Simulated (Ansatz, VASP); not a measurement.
**One calculation of Sb, two programs**

```
Sb
1.0
     2.15060    1.24165    3.63168
    -2.15060    1.24165    3.63168
     0.00000   -2.48330    3.63168
Sb
2
Direct
  0.23364 0.23364 0.23364
  0.76636 0.76636 0.76636
```

Change from the starting cell: zz strain of -3 %.

Alike in both runs: task single point; functional PBEsol; k mesh 9 × 9 × 9; occupations fermi-dirac, width 0.05 eV; no spin polarisation.

|  | VASP | Ansatz |
| --- | --- | --- |
| version | VASP 6.6.1 | Ansatz 0.2.0 |
| potentials or method | VASP PAW PBE potentials, release 64 (Sb), cutoff 500 eV | all-electron LAPW, scalar-relativistic |

```tsv
	VASP	Ansatz	Ansatz less VASP
pressure (GPa)	2.3	2.1	-0.22
traceless stress, the component that is largest in VASP (GPa)	0.21	0.28	+0.069
rms of the force components (eV/Å)	0.226	0.192	-0.0343
```

VASP's potentials were made for PBE, not for PBEsol. Atom by atom the forces differ by 0.034 eV/Å (rms over components). Ansatz ran all-electron here, and VASP with PAW potentials.

Spin-orbit coupling is off throughout.
